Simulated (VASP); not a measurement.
Here is a VASP 6.6.1 calculation.

File POSCAR:

```
MnSi
1.0
    0.0000000000      2.5272246000      2.5272246000
    2.5272246000      0.0000000000      2.5272246000
    2.5272246000      2.5272246000      0.0000000000
Mn Si
1 1
Direct
    0.0000000000      0.0000000000      0.0000000000
    0.2500000000      0.2500000000      0.2500000000
```

INCAR.step1

```
SYSTEM = MnSi
ALGO = Normal
EDIFF = 1E-5
ENCUT = 520
GGA = PE
ISIF = 2
ISMEAR = -1
ISPIN = 2
LASPH = .TRUE.
LCHARG = .FALSE.
LMAXMIX = 4
LORBIT = 11
LREAL = .FALSE.
LWAVE = .TRUE.
MAGMOM = 4 0
NBANDS = 20
NELM = 150
PREC = Accurate
SIGMA = 0.05
```

Contents of INCAR.step2:

```
SYSTEM = MnSi
AEXX = 0.5
ALGO = Normal
EDIFF = 1E-7
ENCUT = 520
GGA = PE
HFSCREEN = 0.2
ISIF = 2
ISMEAR = -1
ISPIN = 2
ISTART = 1
LASPH = .TRUE.
LCHARG = .FALSE.
LHFCALC = .TRUE.
LMAXMIX = 4
LORBIT = 11
LREAL = .FALSE.
LWAVE = .FALSE.
MAGMOM = 4 0
NBANDS = 20
NELM = 150
PREC = Accurate
PRECFOCK = Normal
SIGMA = 0.05
```

The input KPOINTS:

```
k-points
0
G
  5 5 5
  0 0 0
```

Potentials or basis: VASP PAW PBE potentials, release 64 (Mn_pv, Si).

The run is started by

```sh
$ cat potpaw_PBE.64/Mn_pv/POTCAR potpaw_PBE.64/Si/POTCAR > POTCAR
$ cp INCAR.step1 INCAR
$ mpirun -np 1 vasp_std > vasp.out
$ cp INCAR.step2 INCAR
$ mpirun -np 1 vasp_std > vasp.out
```

(1) Predict the site moments.

(2) Predict the pressure.

(3) What does it give for the net moment?

(4) Predict the band gap on the k mesh.

Answers

(1) Mn +3.74; Si -0.53 μB.

(2) 41.0 GPa.

(3) 3.00 μB per cell.

(4) zero (filled and empty bands overlap).

Caveat: the k points lie up to 0.43 Å⁻¹ apart, too coarse for converged energies and pressures of a metal; the PAW data sets were made with another functional, which shifts forces and pressure a little.
